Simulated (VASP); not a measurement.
Set up this calculation in VASP 6.6.1, as the native input.

- Task: single point
- Functional: HSE06
- Potentials or basis: VASP PAW PBE potentials, release 64 (Sn_d, Se)
- Cutoff: 520 eV
- k mesh: 6 × 6 × 6
- Occupations: fermi-dirac, width 0.02 eV
- Spin: no spin polarisation
- Dipole correction: no
- Grid for exact exchange (PRECFOCK): Normal
- Further INCAR settings: ALGO = Normal; EDIFF = 1e-06; NBANDS = 17
- Share of exact exchange: 0.25
- Screening parameter: 0.2079 1/Å

SnSe:

```
Sn Se
1.0
     0.00000    3.00211    3.00211
     3.00211    0.00000    3.00211
     3.00211    3.00211    0.00000
Sn Se
1 1
Direct
  0.00000 0.00000 0.00000
  0.50000 0.50000 0.50000
```

One way to write it, as run:

POSCAR

```
SnSe
1.0
    0.0000000000      3.0021131538      3.0021131538
    3.0021131538      0.0000000000      3.0021131538
    3.0021131538      3.0021131538      0.0000000000
Sn Se
1 1
Direct
    0.0000000000      0.0000000000      0.0000000000
    0.5000000000      0.5000000000      0.5000000000
```

INCAR.step1

```
ALGO = Normal
EDIFF = 1E-5
ENCUT = 520
GGA = PE
ISIF = 2
ISMEAR = -1
LASPH = T
LCHARG = F
LREAL = F
LWAVE = T
NBANDS = 17
NELM = 60
PREC = Accurate
SIGMA = 0.02
```

INCAR.step2

```
ALGO = Normal
EDIFF = 1E-6
ENCUT = 520
GGA = PE
HFSCREEN = 0.2079
ISIF = 2
ISMEAR = -1
ISTART = 1
LASPH = T
LCHARG = F
LHFCALC = T
LREAL = F
LWAVE = F
NBANDS = 17
NELM = 60
PREC = Accurate
PRECFOCK = Normal
SIGMA = 0.02
```

KPOINTS

```
k-points
0
Gamma
  6 6 6
```

Potentials or basis: VASP PAW PBE potentials, release 64 (Sn_d, Se).

Run with:

```bash
$ cat potpaw_PBE.64/Sn_d/POTCAR potpaw_PBE.64/Se/POTCAR > POTCAR
$ cp INCAR.step1 INCAR
$ mpirun -np 1 vasp_std > vasp.out
$ cp INCAR.step2 INCAR
$ mpirun -np 1 vasp_std > vasp.out
```

It gave:

* Pressure: -0.3 GPa
* Band gap on the k mesh: 0.43 eV

Caveat: the structure was generated, so it needn't be the stable form of SnSe; the PAW data sets were made with another functional, which shifts forces and pressure a little; spin-orbit coupling is left out, which moves the levels of the heavy elements.

Wall time 59 min on 1 thread of Intel(R) Xeon(R) Platinum 8259CL CPU @ 2.50GHz (Skylake/Cascade Lake), on a shared host, peak memory 0.31 GiB.
